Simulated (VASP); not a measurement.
# BN (P6_3mc) in VASP: further runs, part 2 of 3

VASP 6.6.1. Earlier steps stand in the parts before.

## (3) Single point, PBEsol (strain -0.1125 x Voigt [1, 1, 0, 0, 0, 0])

INCAR reads:

```
SYSTEM = BN
PREC = Accurate
ENCUT = 520
EDIFF = 1E-6
ISMEAR = 0
SIGMA = 0.05
LREAL = .False.
LASPH = .True.
NELM = 100
ALGO = Normal
ISIF = 2
LWAVE = .False.
LCHARG = .False.
GGA = PS
NBANDS = 16
```

KPOINTS reads:

```
Automatic mesh
0
Gamma
  12 12 6
  0 0 0
```

POSCAR reads:

```
BN
1.0
    2.2666213965      0.0000000000      0.0000000000
   -1.1333106983      1.9629517101      0.0000000000
    0.0000000000      0.0000000000      4.2268550000
B N
2 2
Direct
    0.6666666667      0.3333333333      0.9997240000
    0.3333333333      0.6666666667      0.4997240000
    0.6666666667      0.3333333333      0.6252760000
    0.3333333333      0.6666666667      0.1252760000
```

Potentials or basis: VASP PAW PBE potentials, release 64 (B, N).

The run is started by

```bash
> cat potpaw_PBE.64/B/POTCAR potpaw_PBE.64/N/POTCAR > POTCAR
> mpirun -np 1 vasp_std > vasp.out
```

OUTCAR:

```text
SYSTEM = BN
   PREC = Accurate
   ENCUT = 520
   EDIFF = 1E-6
   ISMEAR = 0
   LREAL = .False.
   LASPH = .True.
   NELM = 100
   ISIF = 2
   GGA = PS

 ion  position               nearest neighbor table
   1  0.667  0.333  1.000-   4 1.41   4 1.41   4 1.41   3 1.58
   2  0.333  0.667  0.500-   3 1.41   3 1.41   3 1.41   4 1.58
   3  0.667  0.333  0.625-   2 1.41   2 1.41   2 1.41   1 1.58
   4  0.333  0.667  0.125-   1 1.41   1 1.41   1 1.41   2 1.58

  LATTYP: Found a hexagonal cell.
 ALAT       =     2.2666213965
 C/A-ratio  =     1.8648262151

  Lattice vectors:

 A1 = (   2.2666213965,   0.0000000000,   0.0000000000)
 A2 = (  -1.1333106983,   1.9629517101,   0.0000000000)
 A3 = (   0.0000000000,   0.0000000000,   4.2268550000)

Analysis of symmetry for initial positions (statically):
=====================================================================
 Subroutine PRICEL returns:
 Original cell was already a primitive cell.

 Routine SETGRP: Setting up the symmetry group for a
 hexagonal supercell.

 Subroutine GETGRP returns: Found 12 space group operations
 (whereof  6 operations were pure point group operations)
 out of a pool of 24 trial point group operations.

The static configuration has the point symmetry C_3v.
 The point group associated with its full space group is C_6v.

Analysis of symmetry for dynamics (positions and initial velocities):
=====================================================================
 Subroutine PRICEL returns:
 Original cell was already a primitive cell.

 Routine SETGRP: Setting up the symmetry group for a
 hexagonal supercell.

 Subroutine GETGRP returns: Found 12 space group operations
 (whereof  6 operations were pure point group operations)
 out of a pool of 24 trial point group operations.

The dynamic configuration has the point symmetry C_3v.
 The point group associated with its full space group is C_6v.

[... 117 lines left out ...]
   ISMEAR =     0;   SIGMA  =   0.05  broadening in eV -4-tet -1-fermi 0-gaus
   EFERMI_NEDOS =   21; number of points for ismear=-14 and -15
   IALGO  =     38    algorithm
   IMIX   =      4    mixing-type and parameters
     AMIX     =   0.40;   BMIX     =  1.00
     AMIX_MAG =   1.60;   BMIX_MAG =  1.00
  volume/ion in A,a.u.               =       4.70        31.73
  Fermi-wavevector in a.u.,A,eV,Ry     =   1.551242  2.931422 32.740396  2.406351
  Thomas-Fermi vector in A             =   2.655789
   LORBIT       =      0    0 simple, 1 ext, 2 COOP (PROOUT), +10 PAW based schemes
   GGA     = PS    functional components
   LHFCALC =     F    Hartree Fock is set to
   AEXX    =    0.0000 exact exchange contribution
   IVDW    =     0    specifies the selected vdW correction
   LEPSILON=     F    determine dielectric tensor
   LRPA    =     F    only Hartree local field effects (RPA)
 non-spin polarized calculation
 Gauss-broadening in eV      SIGMA  =   0.05
  energy-cutoff  :      520.00
  volume of cell :       18.81
 maximum number of plane-waves:       524
 NGX is ok and might be reduce to    18
   NGX =  9   NGY =  9   NGZ = 15

 number of electron      15.9999996 magnetization

 Free energy of the ion-electron system (eV)
  ---------------------------------------------------
  ext. energy  EPLUGINS =         0.00000000
  ---------------------------------------------------
  free energy    TOTEN  =       -34.10362252 eV

  energy without entropy =      -34.10362252  energy(sigma->0) =      -34.10362252

 E-fermi :  11.2498     XC(G=0): -14.1554

 val. band max:       10.9915433572   @ k =   0.0000   0.0000   0.0000
 cond. band min:      14.7707014165   @ k =   0.3333   0.3333   0.0000
 fundamental gap:      3.7791580593
 Fermi energy:        11.2497566390

 k-point     1 :       0.0000    0.0000    0.0000
  band No.  band energies     occupation
      1     -12.7215      2.00000
      2      -8.6081      2.00000
      3      -3.0846      2.00000
      4       9.2583      2.00000
      5       9.2583      2.00000
      6       9.4040      2.00000
[... 433 lines left out ...]
      3       0.1553      2.00000
      4       1.6779      2.00000
      5       3.3313      2.00000
      6       6.1750      2.00000
[... 8 lines left out ...]
     15      29.7895      0.00000
     16      29.9486      0.00000

 [... further k-points ...]
[... 5 lines left out ...]
  --------------------------------------------------------------------------------------
  -------------------------------------------------------------------------------------
  Total       23.7510611     23.7510611      1.7300709     -0.0000000      0.0000000     -0.0000000
  in kB     2023.4275037   2023.4275037    147.3901755     -0.0000001      0.0000000     -0.0000000
  external PRESSURE =    1398.0817276 kB  Pullay stress =       0.0000000 kB

 VOLUME and BASIS-vectors are now :
 -----------------------------------------------------------------------------
  energy-cutoff  :      520.00
  volume of cell :       18.81
      direct lattice vectors                 reciprocal lattice vectors
     2.266621397  0.000000000  0.000000000     0.441185282  0.254718441  0.000000000
    -1.133310698  1.962951710  0.000000000     0.000000000  0.509436883  0.000000000
     0.000000000  0.000000000  4.226855000     0.000000000  0.000000000  0.236582518

 POSITION                                       TOTAL-FORCE (eV/Angst)
 -----------------------------------------------------------------------------------
      1.13331      0.65432      4.22569         0.000000      0.000000     -1.426025
     -0.00000      1.30863      2.11226        -0.000000     -0.000000     -1.426025
      1.13331      0.65432      2.64295        -0.000000      0.000000      1.426025
     -0.00000      1.30863      0.52952        -0.000000     -0.000000      1.426025
 -----------------------------------------------------------------------------------
    total drift:                               -0.000000     -0.000000      0.000914

  FREE ENERGIE OF THE ION-ELECTRON SYSTEM (eV)
  ---------------------------------------------------
  free  energy   TOTEN  =       -34.1036225165 eV

  energy  without entropy=      -34.1036225165  energy(sigma->0) =      -34.10362252
```

Run time: 34 s. Hardware: 1 thread of Intel Xeon 6975P-C, shared host; peak memory 0.14 GiB.

What came out:

* Free energy: -34.1036 eV
* Pressure: 139.8 GPa
* Largest force: 1.426 eV/Å
* Band gap on the k mesh: 3.78 eV, indirect (least direct gap 5.22 eV)

Forces on the atoms (eV/Å):
```
B    0.000  0.000 -1.426
B    0.000  0.000 -1.426
N    0.000  0.000  1.426
N    0.000  0.000  1.426
```

Caveat: the cell differs from its parent crystal (strain -0.1125 x Voigt [1, 1, 0, 0, 0, 0]); the PAW data sets were made with another functional, which shifts forces and pressure a little. A k mesh can miss the band edges.

(Part 2 of 3 ends here.)
